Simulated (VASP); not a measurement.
# Na (P2_1/m) in VASP: single point with PBEsol

Aim: the single point of Na with PBEsol.

Program: VASP 6.6.1. These are calculated values, not measurements. Logs are shortened: lines on timing, memory, paths and dates and some standing lists are left out, and cuts for length are marked.

### 1 The cell of the first run

It takes space group P2_1/m (No. 11, monoclinic). The conventional cell has a = 3.727 Å, b = 3.727 Å, c = 5.224 Å, α = 90.00°, β = 90.00°, γ = 90.00°. Na (site symmetry m) has 10 Na at 3.06 to 3.93 Å within 4.0 Å.

### 2 Single point, PBEsol (atoms displaced along a vibrational mode)

INCAR

```
SYSTEM = Na
ALGO = Fast
EDIFF = 1E-7
ENCUT = 520
GGA = PS
ISIF = 2
ISMEAR = 0
LASPH = .TRUE.
LCHARG = .FALSE.
LREAL = .FALSE.
LWAVE = .FALSE.
NBANDS = 14
NELM = 100
PREC = Accurate
SIGMA = 0.15
```

KPOINTS

```
k-points
0
G
  12 12 10
  0 0 0
```

POSCAR

```
Na
1.0
    0.0000000000     -3.7271439106      0.0000000000
   -3.7271439106      0.0000000000      0.0000000000
    0.0000000000      0.0000000000     -5.2241838134
Na
2
Direct
    0.5000000000      0.6094671979      0.5403316590
    0.0000000000     -0.1094671979     -0.0403316590
```

Potentials or basis: VASP PAW PBE potentials, release 64 (Na_pv).

The run is started by

```console
cat potpaw_PBE.64/Na_pv/POTCAR > POTCAR
mpirun -np 1 vasp_std > vasp.out
```

OUTCAR:

```text
SYSTEM = Na
   EDIFF = 1E-7
   ENCUT = 520
   GGA = PS
   ISIF = 2
   ISMEAR = 0
   LASPH = .TRUE.
   LREAL = .FALSE.
   NELM = 100
   PREC = Accurate

 ion  position               nearest neighbor table
   1  0.500  0.609  0.540-
   2  0.000  0.891  0.960-

  LATTYP: Found a simple tetragonal cell.
 ALAT       =     3.7271439106
 C/A-ratio  =     1.4016587335

  Lattice vectors:

 A1 = (   0.0000000000,  -3.7271439106,   0.0000000000)
 A2 = (  -3.7271439106,   0.0000000000,   0.0000000000)
 A3 = (   0.0000000000,   0.0000000000,  -5.2241838134)

Analysis of symmetry for initial positions (statically):
=====================================================================
 Subroutine PRICEL returns:
 Original cell was already a primitive cell.

 Routine SETGRP: Setting up the symmetry group for a
 simple tetragonal supercell.

 Subroutine GETGRP returns: Found  4 space group operations
 (whereof  2 operations were pure point group operations)
 out of a pool of 16 trial point group operations.

The static configuration has the point symmetry C_1h.
 The point group associated with its full space group is C_2h.

Analysis of symmetry for dynamics (positions and initial velocities):
=====================================================================
 Subroutine PRICEL returns:
 Original cell was already a primitive cell.

 Routine SETGRP: Setting up the symmetry group for a
 simple tetragonal supercell.

 Subroutine GETGRP returns: Found  4 space group operations
 (whereof  2 operations were pure point group operations)
 out of a pool of 16 trial point group operations.

The dynamic configuration has the point symmetry C_1h.
 The point group associated with its full space group is C_2h.

 Subroutine INISYM returns: Found  4 space group operations
 (whereof  2 operations are pure point group operations),
 and found     1 'primitive' translations

----------------------------------------------------------------------------------------

                                     Primitive cell

  volume of cell :      72.5723

  direct lattice vectors                    reciprocal lattice vectors
     0.000000000 -3.727143911  0.000000000     0.000000000 -0.268301956  0.000000000
    -3.727143911  0.000000000  0.000000000    -0.268301956  0.000000000  0.000000000
     0.000000000  0.000000000 -5.224183813     0.000000000  0.000000000 -0.191417461

  length of vectors
     3.727143911  3.727143911  5.224183813     0.268301956  0.268301956  0.191417461

  position of ions in fractional coordinates (direct lattice)
     0.500000000  0.609467198  0.540331659
     0.000000000  0.890532802  0.959668341

  ion indices of the primitive-cell ions
   primitive index   ion index
                 1           1
                 2           2

----------------------------------------------------------------------------------------

 KPOINTS: k-points

Automatic generation of k-mesh.
 Grid dimensions read from file:
 generate k-points for:   12   12   10

 Generating k-lattice:

  Cartesian coordinates                     Fractional coordinates (reciprocal lattice)
     0.000000000 -0.022358496  0.000000000     0.083333333  0.000000000  0.000000000
    -0.022358496  0.000000000  0.000000000     0.000000000  0.083333333  0.000000000
     0.000000000  0.000000000 -0.019141746     0.000000000  0.000000000  0.100000000

  Length of vectors
     0.022358496  0.022358496  0.019141746

  Shift w.r.t. Gamma in fractional coordinates (k-lattice)
     0.000000000  0.000000000  0.000000000

 Subroutine IBZKPT returns following result:
 ===========================================

 Found    434 irreducible k-points:

 Following reciprocal coordinates:
            Coordinates               Weight
  0.000000  0.000000  0.000000      1.000000
  0.083333  0.000000  0.000000      2.000000
  0.000000  0.083333  0.000000      2.000000
  0.166667  0.000000  0.000000      2.000000
  0.000000  0.166667  0.000000      2.000000
  0.250000  0.000000  0.000000      2.000000
[... 16 lines left out ...]
  0.500000  0.083333  0.000000      2.000000
 -0.083333  0.500000  0.000000      2.000000
 [... further k-points ...]
   k-points           NKPTS =    434   k-points in BZ     NKDIM =    434   number of bands    NBANDS=     14
   number of dos      NEDOS =    301   number of ions     NIONS =      2
   total plane-waves  NPLWV =  31360
   dimension x,y,z NGX =    28 NGY =   28 NGZ =   40
   dimension x,y,z NGXF=    56 NGYF=   56 NGZF=   80
   ions per type =               2
   NGX,Y,Z   is equivalent  to a cutoff of  12.49, 12.49, 12.73 a.u.
   NGXF,Y,Z  is equivalent  to a cutoff of  24.98, 24.98, 25.46 a.u.
 SYSTEM =  Na
   PREC   = accura    normal or accurate (medium, high low for compatibility)
   ISTART =      0    job   : 0-new  1-cont  2-samecut
   ICHARG =      2    charge: 1-file 2-atom 10-const
   ISPIN  =      1    spin polarized calculation?
   LNONCOLLINEAR =      F non collinear calculations
   LSORBIT =      F    spin-orbit coupling
   LASPH  =      T    aspherical Exc in radial PAW
   ENCUT  =  520.0 eV  38.22 Ry    6.18 a.u.   6.93  6.93  9.71*2*pi/ulx,y,z
   NELM   =    100;   NELMIN=  2; NELMDL= -5     # of ELM steps
   EDIFF  = 0.1E-06   stopping-criterion for ELM
   LREAL  =      F    real-space projection
   EDIFFG = 0.1E-05   stopping-criterion for IOM
   NSW    =      0    number of steps for IOM
   IBRION =     -1    ionic relax: 0-MD 1-quasi-New 2-CG
   NFREE  =      0    steps in history (QN), initial steepest desc. (CG)
   ISIF   =      2    stress and relaxation
   ISYM   =      2    0-nonsym 1-usesym 2-fastsym
   POTIM  = 0.5000    time-step for ionic-motion
   TEBEG  =    0.0;   TEEND  =   0.0 temperature during run
   PSTRESS=    0.0 pullay stress
   NELECT =      14.0000    total number of electrons
   NUPDOWN=      -1.0000    fix difference up-down
   EMIN   =  10.00;   EMAX   =-10.00  energy-range for DOS
   EFERMI =   0.00;   METHOD = LEGACY
   ISMEAR =     0;   SIGMA  =   0.15  broadening in eV -4-tet -1-fermi 0-gaus
   EFERMI_NEDOS =   21; number of points for ismear=-14 and -15
   IALGO  =     68    algorithm
   IMIX   =      4    mixing-type and parameters
     AMIX     =   0.40;   BMIX     =  1.00
     AMIX_MAG =   1.60;   BMIX_MAG =  1.00
  volume/ion in A,a.u.               =      36.29       244.87
  Fermi-wavevector in a.u.,A,eV,Ry     =   0.945933  1.787555 12.174358  0.894790
  Thomas-Fermi vector in A             =   2.073883
   LORBIT       =      0    0 simple, 1 ext, 2 COOP (PROOUT), +10 PAW based schemes
   GGA     = PS    functional components
   LHFCALC =     F    Hartree Fock is set to
   AEXX    =    0.0000 exact exchange contribution
   IVDW    =     0    specifies the selected vdW correction
   LEPSILON=     F    determine dielectric tensor
   LRPA    =     F    only Hartree local field effects (RPA)
 non-spin polarized calculation
 RMM-DIIS sequential band-by-band and
 Gauss-broadening in eV      SIGMA  =   0.15
  energy-cutoff  :      520.00
  volume of cell :       72.57
 maximum number of plane-waves:      1979
   NGX = 13   NGY = 13   NGZ = 19

 number of electron      13.9999986 magnetization

 Free energy of the ion-electron system (eV)
  ---------------------------------------------------
  ext. energy  EPLUGINS =         0.00000000
  ---------------------------------------------------
  free energy    TOTEN  =        -2.59501833 eV

  energy without entropy =       -2.58536161  energy(sigma->0) =       -2.59018997

 E-fermi :   0.3743     XC(G=0):  -6.5382

 val. band max:        0.3687877854   @ k =  -0.0833   0.5000   0.3000
 cond. band min:       0.3758636548   @ k =  -0.2500   0.5000   0.0000
 fundamental gap:      0.0070758693
 Fermi energy:         0.3743261370

 k-point     1 :       0.0000    0.0000    0.0000
  band No.  band energies     occupation
      1     -24.5751      2.00000
      2     -24.5349      2.00000
      3     -24.4998      2.00000
      4     -24.4975      2.00000
      5     -24.4919      2.00000
      6     -24.4912      2.00000
      7      -2.9598      2.00000
      8       2.2617      0.00000
      9       2.7464      0.00000
     10       6.7294      0.00000
     11       7.4441      0.00000
     12       7.5072      0.00000
     13       8.9028      0.00000
     14      11.5583      0.00000

 k-point     2 :       0.0833    0.0000    0.0000
  band No.  band energies     occupation
      1     -24.5744      2.00000
      2     -24.5369      2.00000
      3     -24.4997      2.00000
      4     -24.4978      2.00000
      5     -24.4928      2.00000
      6     -24.4910      2.00000
      7      -2.8819      2.00000
      8       2.3290      0.00000
      9       2.8085      0.00000
     10       5.8129      0.00000
     11       7.4960      0.00000
     12       7.7925      0.00000
     13       9.6907      0.00000
     14      10.5161      0.00000

 k-point     3 :       0.0000    0.0833    0.0000
  band No.  band energies     occupation
      1     -24.5750      2.00000
      2     -24.5346      2.00000
      3     -24.5022      2.00000
      4     -24.4973      2.00000
      5     -24.4919      2.00000
      6     -24.4915      2.00000
      7      -2.8821      2.00000
      8       2.3291      0.00000
      9       2.8156      0.00000
     10       5.7601      0.00000
     11       7.5702      0.00000
     12       7.7733      0.00000
     13       9.6786      0.00000
     14      10.6474      0.00000
[... 324 lines left out ...]
 k-point    23 :       0.5000    0.0833    0.0000
  band No.  band energies     occupation
      1     -24.5633      2.00000
      2     -24.5633      2.00000
      3     -24.5043      2.00000
      4     -24.5043      2.00000
      5     -24.4952      2.00000
      6     -24.4952      2.00000
      7      -0.1592      2.00000
      8      -0.1592      2.00000
      9       4.7646      0.00000
     10       4.7646      0.00000
     11       5.5835      0.00000
     12       5.5835      0.00000
     13       8.6999      0.00000
     14       8.6999      0.00000

 k-point    24 :      -0.0833    0.5000    0.0000
  band No.  band energies     occupation
      1     -24.5737      2.00000
      2     -24.5343      2.00000
      3     -24.5231      2.00000
      4     -24.5069      2.00000
      5     -24.4933      2.00000
      6     -24.4932      2.00000
      7      -0.2286      2.00000
      8      -0.0856      1.99999
      9       4.6351      0.00000
     10       4.9438      0.00000
     11       5.4610      0.00000
     12       5.5239      0.00000
     13       8.5177      0.00000
     14       8.9466      0.00000

 [... further k-points ...]

------------------------ aborting loop because EDIFF is reached ----------------------------------------

  FORCE on cell =-STRESS in cart. coord.  units (eV):
  Direction    XX          YY          ZZ          XY          YZ          ZX
  --------------------------------------------------------------------------------------
  -------------------------------------------------------------------------------------
  Total       -0.1909563      0.5213084      0.6276866      0.0000000      0.0000000      0.3449973
  in kB       -4.2157393     11.5089197     13.8574297      0.0000000      0.0000000      7.6165013
  external PRESSURE =       7.0502033 kB  Pullay stress =       0.0000000 kB

 VOLUME and BASIS-vectors are now :
 -----------------------------------------------------------------------------
  energy-cutoff  :      520.00
  volume of cell :       72.57
      direct lattice vectors                 reciprocal lattice vectors
     0.000000000 -3.727143911  0.000000000     0.000000000 -0.268301956  0.000000000
    -3.727143911  0.000000000  0.000000000    -0.268301956  0.000000000  0.000000000
     0.000000000  0.000000000 -5.224183813     0.000000000  0.000000000 -0.191417461

 POSITION                                       TOTAL-FORCE (eV/Angst)
 -----------------------------------------------------------------------------------
     -2.27157     -1.86357     -2.82279         0.295844      0.000000      0.461297
     -3.31914      0.00000     -5.01348        -0.295844      0.000000     -0.461297
 -----------------------------------------------------------------------------------
    total drift:                               -0.000000     -0.000000     -0.000000

  FREE ENERGIE OF THE ION-ELECTRON SYSTEM (eV)
  ---------------------------------------------------
  free  energy   TOTEN  =        -2.5950183321 eV

  energy  without entropy=       -2.5853616078  energy(sigma->0) =       -2.59018997
```

It took 5.8 min on 1 thread of AMD EPYC 7R43 (Zen 3), shared host; peak memory 0.37 GiB.

What came out:

- Free energy: -2.5950 eV
- Pressure: 0.7 GPa
- Largest force: 0.548 eV/Å
- Band gap on the k mesh: zero (bands 7 and 8 overlap by 4.41 eV)

Forces on the atoms (eV/Å):
```
Na   0.296  0.000  0.461
Na  -0.296  0.000 -0.461
```

Stress tensor (GPa, compression positive):
```
-0.42  0.00  0.76
 0.00  1.15  0.00
 0.76  0.00  1.39
```

Levels at points of the mesh, in eV from the Fermi level:
| k point | band 5 | band 6 | band 7 | band 8 | band 9 | band 10 |
| --- | --- | --- | --- | --- | --- | --- |
| (0.00, 0.00, 0.00) | -24.87 | -24.87 | -3.33 | 1.89 | 2.37 | 6.36 |
| (0.50, 0.00, 0.00) | -24.87 | -24.87 | -0.61 | -0.61 | 4.32 | 4.32 |
| (0.00, 0.50, 0.00) | -24.87 | -24.87 | -0.68 | -0.53 | 4.20 | 4.50 |
| (0.50, 0.50, 0.00) | -24.87 | -24.87 | 1.78 | 1.78 | 2.24 | 2.24 |
| (0.00, 0.00, 0.50) | -24.87 | -24.87 | -2.14 | -1.69 | 7.18 | 7.63 |
| (0.50, 0.00, 0.50) | -24.87 | -24.87 | 0.45 | 0.45 | 1.10 | 1.10 |
| (0.00, 0.50, 0.50) | -24.87 | -24.87 | 0.49 | 0.49 | 0.97 | 1.12 |
| (0.50, 0.50, 0.50) | -24.87 | -24.87 | 2.72 | 2.72 | 3.02 | 3.02 |

Caveat: the cell differs from its parent crystal (atoms displaced along a vibrational mode); the PAW data sets were made with another functional, which shifts forces and pressure a little.
